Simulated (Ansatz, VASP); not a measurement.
## SnO2: VASP beside Ansatz

Contents of INCAR:

```
  ALGO = Normal
  EDIFF = 1E-7
  ENCUT = 520
  GGA = CA
  ISIF = 2
  ISMEAR = 0
  LASPH = T
  LCHARG = T
  LELF = T
  LREAL = F
  LVHAR = T
  LWAVE = F
  NBANDS = 20
  NELM = 60
  PREC = Accurate
  SIGMA = 0.05
```

File KPOINTS:

```
k-points
0
Gamma
  12 12 12
```

Contents of POSCAR:

```
SnO2
1.0
    1.6170930752      0.9336291223      4.8005925840
   -1.6170930752      0.9336291223      4.8005925840
    0.0000000000     -1.8672582446      4.8005925840
Sn O
1 2
Direct
    0.4672763054      0.4672763054      0.6279396742
    0.2371700000      0.2371700000      0.2371700000
    0.7628300000      0.7628300000      0.7628300000
```

Input for Ansatz:

```yaml
crystal:
  lattice:
    - [1.6170930752, 0.9336291223, 4.800592584]
    - [-1.6170930752, 0.9336291223, 4.800592584]
    - [0.0, -1.8672582446, 4.800592584]
  atoms:
    - { symbol: Sn, position: [0.4672763054, 0.4672763054, 0.6279396742] }
    - { symbol: O, position: [0.23717, 0.23717, 0.23717] }
    - { symbol: O, position: [0.76283, 0.76283, 0.76283] }
basis:
  ecutwfc: 420
kpoints:
  mp_grid: { grid: [12, 12, 12] }
hamiltonian:
  xc: lda
scf:
  occupations: { method: gaussian, width: 0.05 }
output:
  forces: true
  stress: true
  eigenvalues: true
```

Alike in both runs: task single point; functional LDA; k mesh 12 × 12 × 12; occupations gaussian, width 0.05 eV; no spin polarisation.

|  | VASP | Ansatz |
| --- | --- | --- |
| version | VASP 6.6.1 | Ansatz 0.2.0 |
| potentials or method | VASP PAW LDA potentials, release 64 (Sn_d, O), cutoff 520 eV | scalar-relativistic, plane waves, PAW |
| valence electrons in the cell | 26 | 26 |

Ansatz gave:

```
gap on the k mesh at the Fermi level (eV)                     : 0.86
least direct gap on the mesh (eV)                             : 0.87
pressure (GPa)                                                : 7.3
traceless stress, the component that is largest in VASP (GPa) : 31.16
rms of the force components (eV/Å)                            : 5.054
```

Question: Which values does VASP return?

Answer: gap on the k mesh at the Fermi level (eV): 0.86; least direct gap on the mesh (eV): 0.86; pressure (GPa): 7.3; traceless stress, the component that is largest in VASP (GPa): 30.49; rms of the force components (eV/Å): 4.955.

LDA's correlation is that of Perdew and Zunger in VASP and of Perdew and Wang (1992) in Ansatz. Atom by atom the forces differ by 0.100 eV/Å (rms over components).
